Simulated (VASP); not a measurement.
Here is a VASP 6.6.1 calculation.

The input INCAR:

```
ALGO = Normal ; EDIFF = 1E-6
ENCUT = 520 ; GGA = PE
ISIF = 2 ; ISMEAR = -1
LASPH = T ; LCHARG = T
LELF = T ; LREAL = Auto
LVHAR = T ; LWAVE = F
NBANDS = 132 ; NELM = 80
PREC = Accurate ; SIGMA = 0.05
```

File KPOINTS:

```
k-points
0
Gamma
  2 2 2
```

File POSCAR:

```
CuGe16
1.0
    0.0000000000      5.6600000000      5.6600000000
    5.6600000000      0.0000000000      5.6600000000
    5.6600000000      5.6600000000      0.0000000000
Ge Cu
16 1
Direct
    0.0949823322     -0.0518904594      0.0298939929
    0.1539487633      0.1365459364      0.1476236749
   -0.0277915194      0.0316077739      0.4922261484
    0.0849028269      0.1295848057      0.6672349823
   -0.0131978799      0.4978091873     -0.0125265018
    0.0307950530      0.6421378092      0.1511307420
   -0.0755388693      0.5051855124      0.5277826855
    0.0432862191      0.6792402827      0.6439222615
    0.5585689046      0.0438162544      0.0428798587
    0.7105035336      0.1695848057      0.1971466431
    0.4626943463      0.0223056537      0.5556095406
    0.6063250883      0.1796819788      0.6829505300
    0.4063074205      0.4356183746     -0.0171554770
    0.5838162544      0.5260424028      0.1557773852
    0.4410335689      0.5496908127      0.4883833922
    0.5605035336      0.6727120141      0.6324293286
    0.4987102473      0.8481625442      0.8848939929
```

Potentials or basis: VASP PAW PBE potentials, release 64 (Ge_d, Cu).

Run with:

```bash
$ cat potpaw_PBE.64/Ge_d/POTCAR potpaw_PBE.64/Cu/POTCAR > POTCAR
$ mpirun -np 1 vasp_std > vasp.out
```

Q: Predict the largest force.

A: 2.736 eV/Å.

Q: Estimate the pressure.

A: 5.1 GPa.

Stress tensor (GPa, compression positive):
```
 5.93  1.26  0.43
 1.26  4.39 -2.77
 0.43 -2.77  4.98
```

Caveat: the k points lie up to 0.48 Å⁻¹ apart.
